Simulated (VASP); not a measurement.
A run of VASP 6.6.1 is set up as follows.

Contents of INCAR:

```
PREC     = Accurate       # precision mode
ENCUT    = 500            # plane-wave cutoff, eV
EDIFF    = 1E-6           # SCF threshold, eV
ISMEAR   = -1             # smearing method
SIGMA    = 0.02           # smearing width, eV
LREAL    = F              # projectors in reciprocal space
LASPH    = T              # aspherical terms in the spheres
NELM     = 120            # most SCF steps
ALGO     = Normal         # electronic algorithm
ISIF     = 2              # what is computed and relaxed
LWAVE    = F              # write WAVECAR
LCHARG   = F              # write CHGCAR
GGA      = PE             # functional
NBANDS   = 26             # bands
GGA_COMPAT= F
```

Contents of KPOINTS:

```
regular mesh
0
Gamma
  12 12 4
```

POSCAR

```
Al2GaSb3
1.0
    4.3609462385      0.0000000000      0.0000000000
   -2.1804731193      3.7766902271      0.0000000000
    0.0000000000      0.0000000000     10.6609027845
Al Ga Sb
2 1 3
Direct
    0.0000000000      0.0000000000      0.0003723192
    0.6666666667      0.3333333333      0.6656698832
    0.3333333333      0.6666666667      0.3335436611
    0.6666666667      0.3333333333      0.9167231736
    0.3333333333      0.6666666667      0.5827111196
    0.0000000000      0.0000000000      0.2509798432
```

Potentials or basis: VASP PAW PBE potentials, release 64 (Al, Ga_d, Sb).

The run is started by

```bash
$ cat potpaw_PBE.64/Al/POTCAR potpaw_PBE.64/Ga_d/POTCAR potpaw_PBE.64/Sb/POTCAR > POTCAR
$ mpirun -np 1 vasp_std > vasp.out
```

Question: What does it give for the pressure?

Answer: 1.6 GPa.

Question: Estimate the largest force.

Answer: 0.041 eV/Å.

Stress tensor (GPa, compression positive):
```
1.55 0.00 0.00
0.00 1.55 0.00
0.00 0.00 1.70
```
